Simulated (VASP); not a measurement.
A run of VASP 6.6.1 is set up as follows.

Contents of INCAR:

```
PREC = Accurate ; ENCUT = 500
EDIFF = 1E-6 ; ISMEAR = 0
SIGMA = 0.02 ; LREAL = F
LASPH = T ; NELM = 120
ALGO = Normal ; ISIF = 2
LWAVE = F ; LCHARG = F
GGA = CA ; NBANDS = 11
GGA_COMPAT = F
```

The input KPOINTS:

```
regular mesh
0
Gamma
  10 10 10
```

File POSCAR:

```
BAs
1.0
    0.0000000000      2.3661934081      2.3661934081
    2.3661934081      0.0000000000      2.3661934081
    2.3661934081      2.3661934081      0.0000000000
B As
1 1
Direct
    0.0000000000      0.0000000000      0.0000000000
    0.2500000000      0.2500000000      0.2500000000
```

Potentials or basis: VASP PAW LDA potentials, release 64 (B, As).

The run is started by

```bash
$ cat potpaw_LDA.64/B/POTCAR potpaw_LDA.64/As/POTCAR > POTCAR
$ mpirun -np 1 vasp_std > vasp.out
```

Q: Predict the pressure.

A: 0.9 GPa.

Q: Estimate the band gap on the k mesh.

A: 1.10 eV, indirect (least direct gap 3.29 eV).

A k mesh can miss the band edges. As with any semilocal functional, this LDA gap is likely too small.
